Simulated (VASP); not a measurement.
Write the native input for VASP 6.6.1 that does the following.

| Item | Value |
| --- | --- |
| Task | single point |
| Functional | PBE |
| Potentials or basis | VASP PAW PBE potentials, release 64 (Zr_sv, S) |
| Cutoff | 520 eV |
| k mesh | 6 × 6 × 2 |
| Occupations | gaussian, width 0.1 eV |
| Spin | collinear spin |
| Starting moments | [1.0, 1.0, 1.0, 0.0, 0.0] μB |
| Dipole correction | no |
| Further INCAR settings | ALGO = Normal; EDIFF = 1e-07; NBANDS = 36 |

The structure of Zr3S2 lies in POSCAR:

```
Zr3S2
1.0
    3.5761061664      0.0000000000      0.0000000000
   -1.7880530832      3.0969987867      0.0000000000
    0.0000000000      0.0000000000      8.7588455028
Zr S
3 2
Direct
    0.0000000000      0.0000000000      0.0000000000
    0.6666666667      0.3333333333      0.3523486218
    0.3333333333      0.6666666667      0.6476513782
    0.6666666667      0.3333333333      0.8212434089
    0.3333333333      0.6666666667      0.1787565911
```

This cell differs from its parent crystal: atoms taken out.

The input as run:

INCAR

```
SYSTEM = Zr3S2
PREC = Accurate ; ENCUT = 520
EDIFF = 1E-7 ; ISMEAR = 0
SIGMA = 0.1 ; LREAL = .False.
LASPH = .True. ; NELM = 150
ALGO = Normal ; ISIF = 2
LWAVE = .False. ; LCHARG = .False.
ISPIN = 2 ; MAGMOM = 1 1 1 0 0
LORBIT = 11 ; LMAXMIX = 4
GGA = PE ; NBANDS = 36
```

KPOINTS

```
Automatic mesh
0
Gamma
  6 6 2
  0 0 0
```

Potentials or basis: VASP PAW PBE potentials, release 64 (Zr_sv, S).

The run is started by

```sh
$ cat potpaw_PBE.64/Zr_sv/POTCAR potpaw_PBE.64/S/POTCAR > POTCAR
$ mpirun -np 1 vasp_std > vasp.out
```

Results of the run:

```yaml
Pressure: 0.1 GPa
Largest_force: 0.146 eV/Å
Band_gap_on_the_k_mesh: zero (filled and empty bands overlap)
Net_moment: 0.00 μB per cell
Valence_electrons_inside_the_program's_atomic_spheres: Zr 9.83, 9.76 (each value once); S 3.78
```

Caveat: the cell differs from its parent crystal (atoms taken out).

Wall time 79 s on 1 thread of Intel(R) Xeon(R) 6975P-C (Granite Rapids) (shared host), peak memory 0.29 GiB.
